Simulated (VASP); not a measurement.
A run of VASP 6.6.1:

The input INCAR:

```
  PREC = Accurate
  ENCUT = 520
  EDIFF = 1E-6
  ISMEAR = -1
  SIGMA = 0.05
  LREAL = F
  LASPH = T
  NELM = 150
  ALGO = Normal
  ISIF = 2
  LWAVE = F
  LCHARG = F
  ISPIN = 2
  MAGMOM = 3.5 3.5 3.5 3.5 0 0 0 0
  LORBIT = 11
  LMAXMIX = 4
  GGA = PS
  NBANDS = 48
```

Contents of KPOINTS:

```
Automatic mesh
0
Gamma
  7 7 7
```

Contents of POSCAR:

```
MnSi
1.0
    4.4709188942      0.0000000000      0.0000000000
    0.0000000000      4.4709188942      0.0000000000
    0.0000000000      0.0000000000      4.4709188942
Mn Si
4 4
Direct
    0.1370879318      0.1370879318      0.1370879318
    0.3629120682      0.8629120682      0.6370879318
    0.6370879318      0.3629120682      0.8629120682
    0.8629120682      0.6370879318      0.3629120682
    0.8453697327      0.8453697327      0.8453697327
    0.6546302673      0.1546302673      0.3453697327
    0.3453697327      0.6546302673      0.1546302673
    0.1546302673      0.3453697327      0.6546302673
```

Potentials or basis: VASP PAW PBE potentials, release 64 (Mn_pv, Si).

The run is started by

```bash
$ cat potpaw_PBE.64/Mn_pv/POTCAR potpaw_PBE.64/Si/POTCAR > POTCAR
$ mpirun -np 1 vasp_std > vasp.out
```

Hardware: 1 thread of Intel(R) Xeon(R) Platinum 8488C (Sapphire Rapids), on a shared host.

Task: How long does it take, and how much memory?

Result: Run time: 3 min on 1 thread of Intel(R) Xeon(R) Platinum 8488C (Sapphire Rapids), on a shared host, peak memory 0.31 GiB. Counts: scf iterations 16, k points 24.
